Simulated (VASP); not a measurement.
# NbRe2 (Fm-3m) in VASP: a series of runs

The runs below take NbRe2 through single point, relaxation of cell and atoms, with PBE.

All numbers are computed with VASP 6.6.1; they aren't measurements. Logs are shortened: lines on timing, memory, paths and dates and some standing lists are left out, and cuts for length are marked.

## Step 1: The cell of the first run

It takes space group Fm-3m (No. 225, cubic). Conventional cell: a = 6.094 Å, b = 6.094 Å, c = 6.094 Å, α = 90.00°, β = 90.00°, γ = 90.00°. Nb (site symmetry m-3m) has 8 Re at 2.64 Å within 3.5 Å. Re (site symmetry -43m) has 4 Nb at 2.64 Å and 6 Re at 3.05 Å within 3.5 Å.

## Step 2: Single point, PBE

Input file INCAR:

```
SYSTEM = NbRe2
PREC = Accurate ; ENCUT = 520
EDIFF = 1E-6 ; ISMEAR = 0
SIGMA = 0.1 ; LREAL = .False.
LASPH = .True. ; NELM = 80
ALGO = Fast ; ISIF = 2
LWAVE = .False. ; LCHARG = .True.
GGA = PE ; LELF = .True.
LVHAR = .True. ; NBANDS = 20
```

Input file KPOINTS:

```
Automatic mesh
0
Gamma
  14 14 14
  0 0 0
```

Input file POSCAR:

```
NbRe2
1.0
    0.0000000000      3.0469096071      3.0469096071
    3.0469096071      0.0000000000      3.0469096071
    3.0469096071      3.0469096071      0.0000000000
Nb Re
1 2
Direct
    0.0000000000      0.0000000000      0.0000000000
    0.2500000000      0.2500000000      0.2500000000
    0.7500000000      0.7500000000      0.7500000000
```

Potentials or basis: VASP PAW PBE potentials, release 64 (Nb_sv, Re).

The run is started by

```
$ cat potpaw_PBE.64/Nb_sv/POTCAR potpaw_PBE.64/Re/POTCAR > POTCAR
$ mpirun -np 1 vasp_std > vasp.out
```

OUTCAR:

```text
SYSTEM = NbRe2
   PREC = Accurate
   ENCUT = 520
   EDIFF = 1E-6
   ISMEAR = 0
   LREAL = .False.
   LASPH = .True.
   NELM = 80
   ISIF = 2
   GGA = PE

 ion  position               nearest neighbor table
   1  0.000  0.000  0.000-   3 2.64   3 2.64   3 2.64   2 2.64   3 2.64   2 2.64   2 2.64   2 2.64

   2  0.250  0.250  0.250-   1 2.64   1 2.64   1 2.64   1 2.64   3 3.05   3 3.05   3 3.05   3 3.05
                             3 3.05   3 3.05
   3  0.750  0.750  0.750-   1 2.64   1 2.64   1 2.64   1 2.64   2 3.05   2 3.05   2 3.05   2 3.05
                             2 3.05   2 3.05

  LATTYP: Found a face centered cubic cell.
 ALAT       =     6.0938192142

  Lattice vectors:

 A1 = (   0.0000000000,   3.0469096071,   3.0469096071)
 A2 = (   3.0469096071,   0.0000000000,   3.0469096071)
 A3 = (   3.0469096071,   3.0469096071,   0.0000000000)

Analysis of symmetry for initial positions (statically):
=====================================================================
 Subroutine PRICEL returns:
 Original cell was already a primitive cell.

 Routine SETGRP: Setting up the symmetry group for a
 face centered cubic supercell.

 Subroutine GETGRP returns: Found 48 space group operations
 (whereof 48 operations were pure point group operations)
 out of a pool of 48 trial point group operations.

The static configuration has the point symmetry O_h .

Analysis of symmetry for dynamics (positions and initial velocities):
=====================================================================
 Subroutine PRICEL returns:
 Original cell was already a primitive cell.

 Routine SETGRP: Setting up the symmetry group for a
 face centered cubic supercell.

 Subroutine GETGRP returns: Found 48 space group operations
 (whereof 48 operations were pure point group operations)
 out of a pool of 48 trial point group operations.

The dynamic configuration has the point symmetry O_h .

 Subroutine INISYM returns: Found 48 space group operations
 (whereof 48 operations are pure point group operations),
 and found     1 'primitive' translations

----------------------------------------------------------------------------------------

                                     Primitive cell

  volume of cell :      56.5729

  direct lattice vectors                    reciprocal lattice vectors
     0.000000000  3.046909607  3.046909607    -0.164100700  0.164100700  0.164100700
     3.046909607  0.000000000  3.046909607     0.164100700 -0.164100700  0.164100700
     3.046909607  3.046909607  0.000000000     0.164100700  0.164100700 -0.164100700

  length of vectors
     4.308980890  4.308980890  4.308980890     0.284230750  0.284230750  0.284230750

  position of ions in fractional coordinates (direct lattice)
     0.000000000  0.000000000  0.000000000
     0.250000000  0.250000000  0.250000000
     0.750000000  0.750000000  0.750000000

  ion indices of the primitive-cell ions
   primitive index   ion index
                 1           1
                 2           2
                 3           3

----------------------------------------------------------------------------------------

 KPOINTS: Automatic mesh

Automatic generation of k-mesh.
 Grid dimensions read from file:
 generate k-points for:   14   14   14

 Generating k-lattice:

  Cartesian coordinates                     Fractional coordinates (reciprocal lattice)
    -0.011721479  0.011721479  0.011721479     0.071428571  0.000000000  0.000000000
     0.011721479 -0.011721479  0.011721479     0.000000000  0.071428571  0.000000000
     0.011721479  0.011721479 -0.011721479     0.000000000  0.000000000  0.071428571

  Length of vectors
     0.020302196  0.020302196  0.020302196

  Shift w.r.t. Gamma in fractional coordinates (k-lattice)
     0.000000000  0.000000000  0.000000000

 Subroutine IBZKPT returns following result:
 ===========================================

 Found    104 irreducible k-points:

 Following reciprocal coordinates:
            Coordinates               Weight
  0.000000  0.000000  0.000000      1.000000
  0.071429  0.000000  0.000000      8.000000
  0.142857  0.000000  0.000000      8.000000
  0.214286  0.000000  0.000000      8.000000
  0.285714  0.000000  0.000000      8.000000
  0.357143  0.000000  0.000000      8.000000
[... 16 lines left out ...]
  0.214286  0.142857  0.000000     24.000000
  0.285714  0.142857  0.000000     24.000000
 [... further k-points ...]
   k-points           NKPTS =    104   k-points in BZ     NKDIM =    104   number of bands    NBANDS=     20
   number of dos      NEDOS =    301   number of ions     NIONS =      3
   total plane-waves  NPLWV =  32768
   dimension x,y,z NGX =    32 NGY =   32 NGZ =   32
   dimension x,y,z NGXF=    64 NGYF=   64 NGZF=   64
   ions per type =               1   2
   NGX,Y,Z   is equivalent  to a cutoff of  12.35, 12.35, 12.35 a.u.
   NGXF,Y,Z  is equivalent  to a cutoff of  24.69, 24.69, 24.69 a.u.
 SYSTEM =  NbRe2
   PREC   = accura    normal or accurate (medium, high low for compatibility)
   ISTART =      0    job   : 0-new  1-cont  2-samecut
   ICHARG =      2    charge: 1-file 2-atom 10-const
   ISPIN  =      1    spin polarized calculation?
   LNONCOLLINEAR =      F non collinear calculations
   LSORBIT =      F    spin-orbit coupling
   LASPH  =      T    aspherical Exc in radial PAW
   ENCUT  =  520.0 eV  38.22 Ry    6.18 a.u.   8.01  8.01  8.01*2*pi/ulx,y,z
   NELM   =     80;   NELMIN=  2; NELMDL= -5     # of ELM steps
   EDIFF  = 0.1E-05   stopping-criterion for ELM
   LREAL  =      F    real-space projection
   EDIFFG = 0.1E-04   stopping-criterion for IOM
   NSW    =      0    number of steps for IOM
   IBRION =     -1    ionic relax: 0-MD 1-quasi-New 2-CG
   NFREE  =      0    steps in history (QN), initial steepest desc. (CG)
   ISIF   =      2    stress and relaxation
   ISYM   =      2    0-nonsym 1-usesym 2-fastsym
   POTIM  = 0.5000    time-step for ionic-motion
   TEBEG  =    0.0;   TEEND  =   0.0 temperature during run
   PSTRESS=    0.0 pullay stress
   NELECT =      27.0000    total number of electrons
   NUPDOWN=      -1.0000    fix difference up-down
   EMIN   =  10.00;   EMAX   =-10.00  energy-range for DOS
   EFERMI =   0.00;   METHOD = LEGACY
   ISMEAR =     0;   SIGMA  =   0.10  broadening in eV -4-tet -1-fermi 0-gaus
   EFERMI_NEDOS =   21; number of points for ismear=-14 and -15
   IALGO  =     68    algorithm
   IMIX   =      4    mixing-type and parameters
     AMIX     =   0.40;   BMIX     =  1.00
     AMIX_MAG =   1.60;   BMIX_MAG =  1.00
  volume/ion in A,a.u.               =      18.86       127.26
  Fermi-wavevector in a.u.,A,eV,Ry     =   1.279361  2.417642 22.269542  1.636765
  Thomas-Fermi vector in A             =   2.411851
   LORBIT       =      0    0 simple, 1 ext, 2 COOP (PROOUT), +10 PAW based schemes
   GGA     = PE    functional components
   LHFCALC =     F    Hartree Fock is set to
   AEXX    =    0.0000 exact exchange contribution
   IVDW    =     0    specifies the selected vdW correction
   LEPSILON=     F    determine dielectric tensor
   LRPA    =     F    only Hartree local field effects (RPA)
 non-spin polarized calculation
 RMM-DIIS sequential band-by-band and
 Gauss-broadening in eV      SIGMA  =   0.10
  energy-cutoff  :      520.00
  volume of cell :       56.57
 maximum number of plane-waves:      1544
   NGX = 17   NGY = 17   NGZ = 17

 number of electron      27.0000000 magnetization

 Free energy of the ion-electron system (eV)
  ---------------------------------------------------
  ext. energy  EPLUGINS =         0.00000000
  ---------------------------------------------------
  free energy    TOTEN  =       -31.97841385 eV

  energy without entropy =      -31.95420014  energy(sigma->0) =      -31.96630700

 E-fermi :   6.7951     XC(G=0): -12.0948

 val. band max:        6.7923580257   @ k =   0.3571   0.2143   0.0000
 cond. band min:       6.7983282071   @ k =  -0.4286   0.2857   0.0000
 fundamental gap:      0.0059701814
 Fermi energy:         6.7950629573

 k-point     1 :       0.0000    0.0000    0.0000
  band No.  band energies     occupation
      1     -47.2527      2.00000
      2     -23.4410      2.00000
      3     -23.4410      2.00000
      4     -23.4410      2.00000
      5      -0.3954      2.00000
      6       2.6053      2.00000
[... 12 lines left out ...]
     19      10.7940      0.00000
     20      10.7946      0.00000

 k-point     2 :       0.0714    0.0000    0.0000
  band No.  band energies     occupation
      1     -47.2524      2.00000
      2     -23.4417      2.00000
      3     -23.4406      2.00000
      4     -23.4406      2.00000
      5      -0.3062      2.00000
      6       2.6498      2.00000
[... 12 lines left out ...]
     19      10.7545      0.00000
     20      10.7553      0.00000

 k-point     3 :       0.1429    0.0000    0.0000
  band No.  band energies     occupation
      1     -47.2515      2.00000
      2     -23.4436      2.00000
      3     -23.4393      2.00000
      4     -23.4393      2.00000
      5      -0.0445      2.00000
      6       2.7821      2.00000
[... 12 lines left out ...]
     19      10.6924      0.00000
     20      10.6927      0.00000

 k-point     4 :       0.2143    0.0000    0.0000
  band No.  band energies     occupation
      1     -47.2503      2.00000
      2     -23.4463      2.00000
      3     -23.4374      2.00000
      4     -23.4374      2.00000
      5       0.3719      2.00000
      6       2.9980      2.00000
[... 429 lines left out ...]
 k-point    23 :       0.2143    0.1429    0.0000
  band No.  band energies     occupation
      1     -47.2502      2.00000
      2     -23.4498      2.00000
      3     -23.4359      2.00000
      4     -23.4355      2.00000
      5       0.3676      2.00000
      6       2.9512      2.00000
[... 12 lines left out ...]
     19      10.4920      0.00000
     20      10.8526      0.00000

 k-point    24 :       0.2857    0.1429    0.0000
  band No.  band energies     occupation
      1     -47.2490      2.00000
      2     -23.4518      2.00000
      3     -23.4349      2.00000
      4     -23.4334      2.00000
      5       0.8024      2.00000
      6       3.1117      2.00000
[... 12 lines left out ...]
     19      10.5723      0.00000
     20      10.8414      0.00000

 [... further k-points ...]

------------------------ aborting loop because EDIFF is reached ----------------------------------------

  FORCE on cell =-STRESS in cart. coord.  units (eV):
  Direction    XX          YY          ZZ          XY          YZ          ZX
  --------------------------------------------------------------------------------------
  -------------------------------------------------------------------------------------
  Total       -0.0713123     -0.0713123     -0.0713123      0.0000000     -0.0000000     -0.0000000
  in kB       -2.0196057     -2.0196057     -2.0196057      0.0000000     -0.0000000     -0.0000000
  external PRESSURE =      -2.0196057 kB  Pullay stress =       0.0000000 kB

 VOLUME and BASIS-vectors are now :
 -----------------------------------------------------------------------------
  energy-cutoff  :      520.00
  volume of cell :       56.57
      direct lattice vectors                 reciprocal lattice vectors
     0.000000000  3.046909607  3.046909607    -0.164100700  0.164100700  0.164100700
     3.046909607  0.000000000  3.046909607     0.164100700 -0.164100700  0.164100700
     3.046909607  3.046909607  0.000000000     0.164100700  0.164100700 -0.164100700

 POSITION                                       TOTAL-FORCE (eV/Angst)
 -----------------------------------------------------------------------------------
      0.00000      0.00000      0.00000        -0.000000     -0.000000     -0.000000
      1.52345      1.52345      1.52345        -0.000000     -0.000000      0.000000
      4.57036      4.57036      4.57036         0.000000      0.000000      0.000000
 -----------------------------------------------------------------------------------
    total drift:                                0.000000     -0.000000      0.000000

  FREE ENERGIE OF THE ION-ELECTRON SYSTEM (eV)
  ---------------------------------------------------
  free  energy   TOTEN  =       -31.9784138523 eV

  energy  without entropy=      -31.9542001439  energy(sigma->0) =      -31.96630700
```

Run time: 3.5 min. Hardware: 1 thread of Intel Xeon 6975P-C (Granite Rapids), shared host; peak memory 0.27 GiB.

What came out:

```
Free energy : -31.9784 eV
Pressure    : -0.2 GPa
```

Caveat: spin-orbit coupling is left out, which moves the levels of the heavy elements.

## Step 3: Relaxation of cell and atoms, PBE

Input file INCAR:

```
SYSTEM = NbRe2
ALGO = Fast
EDIFF = 1E-6
EDIFFG = -0.01
ENCUT = 600
GGA = PE
IBRION = 2
ISIF = 3
ISMEAR = 0
LASPH = .TRUE.
LCHARG = .FALSE.
LREAL = .FALSE.
LWAVE = .FALSE.
NELM = 100
NSW = 100
PREC = Accurate
SIGMA = 0.1
```

Input file KPOINTS:

```
k-points
0
G
  14 14 14
  0 0 0
```

Input file POSCAR:

```
NbRe2
1.0
    0.0000000000      3.0459304867      3.0459304867
    3.0459304867      0.0000000000      3.0459304867
    3.0459304867      3.0459304867      0.0000000000
Nb Re
1 2
Direct
    0.0000000000      0.0000000000      0.0000000000
    0.2500000000      0.2500000000      0.2500000000
    0.7500000000      0.7500000000      0.7500000000
```

Potentials or basis: VASP PAW PBE potentials, release 64 (Nb_sv, Re).

The run is started by

```
$ cat potpaw_PBE.64/Nb_sv/POTCAR potpaw_PBE.64/Re/POTCAR > POTCAR
$ mpirun -np 1 vasp_std > vasp.out
```

OUTCAR:

```text
SYSTEM = NbRe2
   EDIFF = 1E-6
   EDIFFG = -0.01
   ENCUT = 600
   GGA = PE
   IBRION = 2
   ISIF = 3
   ISMEAR = 0
   LASPH = .TRUE.
   LREAL = .FALSE.
   NELM = 100
   NSW = 100
   PREC = Accurate

 ion  position               nearest neighbor table
   1  0.000  0.000  0.000-   2 2.64   3 2.64   3 2.64   3 2.64   3 2.64   2 2.64   2 2.64   2 2.64

   2  0.250  0.250  0.250-   1 2.64   1 2.64   1 2.64   1 2.64   3 3.05   3 3.05   3 3.05   3 3.05
                             3 3.05   3 3.05
   3  0.750  0.750  0.750-   1 2.64   1 2.64   1 2.64   1 2.64   2 3.05   2 3.05   2 3.05   2 3.05
                             2 3.05   2 3.05

  LATTYP: Found a face centered cubic cell.
 ALAT       =     6.0918609734

  Lattice vectors:

 A1 = (   0.0000000000,   3.0459304867,   3.0459304867)
 A2 = (   3.0459304867,   0.0000000000,   3.0459304867)
[... 410 lines left out ...]
  energy without entropy =      -31.95594570  energy(sigma->0) =      -31.96803190

 E-fermi :   6.8058     XC(G=0): -12.0998

 val. band max:        6.8042448576   @ k =   0.3571   0.2143   0.0000
 cond. band min:       6.8089597512   @ k =  -0.4286   0.2857   0.0000
 fundamental gap:      0.0047148936
 Fermi energy:         6.8057973213

 k-point     1 :       0.0000    0.0000    0.0000
  band No.  band energies     occupation
      1     -47.2393      2.00000
      2     -23.4289      2.00000
      3     -23.4289      2.00000
      4     -23.4289      2.00000
      5      -0.3897      2.00000
      6       2.6097      2.00000
[... 457 lines left out ...]
      4     -23.4212      2.00000
      5       0.8094      2.00000
      6       3.1167      2.00000
[... 9 lines left out ...]
     16       7.9475      0.00000
     17       9.9390      0.00000

 [... further k-points ...]

------------------------ aborting loop because EDIFF is reached ----------------------------------------

  FORCE on cell =-STRESS in cart. coord.  units (eV):
  Direction    XX          YY          ZZ          XY          YZ          ZX
  --------------------------------------------------------------------------------------
  -------------------------------------------------------------------------------------
  Total        0.0260469      0.0260469      0.0260469     -0.0000000      0.0000000     -0.0000000
  in kB        0.7383794      0.7383794      0.7383794     -0.0000000      0.0000000     -0.0000000
  external PRESSURE =       0.7383794 kB  Pullay stress =       0.0000000 kB
[... 18 lines left out ...]
  FREE ENERGIE OF THE ION-ELECTRON SYSTEM (eV)
  ---------------------------------------------------
  free  energy   TOTEN  =       -31.9801180939 eV

  energy  without entropy=      -31.9559456994  energy(sigma->0) =      -31.96803190

 reached required accuracy - stopping structural energy minimisation
```

OSZICAR:

```text
N       E                     dE             d eps       ncg     rms          rms(c)
DAV:   1     0.180443739618E+03    0.18044E+03   -0.14906E+04  6827   0.200E+03
DAV:   2    -0.146950709074E+02   -0.19514E+03   -0.19201E+03  6046   0.597E+02
DAV:   3    -0.308641850067E+02   -0.16169E+02   -0.14987E+02  6911   0.210E+02
[... 106 lines left out ...]
DAV:   1    -0.319801182225E+02    0.30971E-07   -0.82480E-07  3114   0.523E-02    0.563E-03
RMM:   2    -0.319801180551E+02    0.16735E-06   -0.10545E-07  1936   0.125E-02
   6 F= -.31980118E+02 E0= -.31968032E+02  d E =-.339096E-05
       N       E                     dE             d eps       ncg     rms          rms(c)
DAV:   1    -0.319801181773E+02    0.45154E-07   -0.24694E-07  2689   0.270E-02    0.222E-03
RMM:   2    -0.319801180939E+02    0.83432E-07   -0.11811E-07  1907   0.109E-02
   7 F= -.31980118E+02 E0= -.31968032E+02  d E =-.342973E-05
```

Run time: 6.6 min. Hardware: 1 thread of Intel Xeon 6975P-C (Granite Rapids), shared host; peak memory 0.32 GiB.

What came out:

- Free energy: -31.9801 eV
- Energy gained by relaxing: 0.0 meV/atom
- Ionic steps: 7
- Pressure after relaxing: 0.1 GPa

Final structure:
```cif
data_structure
_symmetry_space_group_name_H-M 'P 1'
_symmetry_Int_Tables_number 1
_cell_length_a 4.3076
_cell_length_b 4.3076
_cell_length_c 4.3076
_cell_angle_alpha 60.000
_cell_angle_beta 60.000
_cell_angle_gamma 60.000
_cell_volume 56.52
loop_
_atom_site_label
_atom_site_type_symbol
_atom_site_fract_x
_atom_site_fract_y
_atom_site_fract_z
_atom_site_occupancy
Nb1 Nb 0.00000 0.00000 0.00000 1
Re1 Re 0.25000 0.25000 0.25000 1
Re2 Re 0.75000 0.75000 0.75000 1
```

Caveat: spin-orbit coupling is left out, which moves the levels of the heavy elements.
